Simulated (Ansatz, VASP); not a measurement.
# One calculation of TaN, two programs

The input INCAR:

```
  PREC = Accurate
  ENCUT = 700
  EDIFF = 1E-6
  ISMEAR = 0
  SIGMA = 0.15
  LREAL = F
  LASPH = T
  NELM = 120
  ALGO = Normal
  ISIF = 2
  LWAVE = F
  LCHARG = T
  LELF = T
  LVHAR = T
  NBANDS = 16
  GGA_COMPAT = F
```

Contents of KPOINTS:

```
regular mesh
0
Gamma
  18 18 18
```

POSCAR

```
TaN
1.0
    0.0000000000      2.1194897592      2.1194897592
    2.1194897592      0.0000000000      2.1194897592
    2.1194897592      2.1194897592      0.0000000000
Ta N
1 1
Direct
    0.4989139126      0.5010860874      0.5010860874
    0.0140304995     -0.0140304995     -0.0140304995
```

Input for Ansatz:

```yaml
crystal:
  lattice:
    - [0.0, 2.1194897592, 2.1194897592]
    - [2.1194897592, 0.0, 2.1194897592]
    - [2.1194897592, 2.1194897592, 0.0]
  atoms:
    - { symbol: Ta, position: [0.4989139126, 0.5010860874, 0.5010860874] }
    - { symbol: "N", position: [0.0140304995, -0.0140304995, -0.0140304995] }
basis:
  ecutwfc: 520.0
kpoints:
  mp_grid: { grid: [18, 18, 18] }
hamiltonian:
  xc: lda
  pseudopotentials: { kind: paw, azcp: { folder: soft_1 } }
scf:
  occupations: { method: gaussian, width: 0.15 }
output:
  forces: true
  stress: true
  eigenvalues: true
  write_density: true
  write_potential: true
  elf: true
  volumetric_format: npy
```

Change from the starting cell: mode 4 frozen in at -0.061 Å, equal normal strain along x, y and z -0.0250.

Alike in both runs: task single point; functional LDA; k mesh 18 × 18 × 18; occupations gaussian, width 0.15 eV; no spin polarisation.

```csv
,VASP,Ansatz
version,VASP 6.6.1,Ansatz 0.2.0
potentials or method,"VASP PAW LDA potentials, release 64 (Ta_sv_GW, N), cutoff 700 eV","scalar-relativistic, plane waves, PAW"
valence electrons in the cell,18,18
```

```tsv
	VASP	Ansatz	Ansatz less VASP
gap on the k mesh at the Fermi level (eV)	none	none	-
pressure (GPa)	36.6	34.7	-1.89
traceless stress, the component that is largest in VASP (GPa)	2.09	2.06	-0.029
rms of the force components (eV/Å)	0.506	0.499	-0.0069
```

Ansatz warns that its potentials were made for another functional, while VASP's fit it. LDA's correlation is that of Perdew and Zunger in VASP and of Perdew and Wang (1992) in Ansatz. Atom by atom the forces differ by 0.007 eV/Å (rms over components). A gap of «none» marks a metal or a gap that the smearing closes. Both programs put the cell under a high pressure, so it lies far from rest at this level.

Spin-orbit coupling is off throughout.
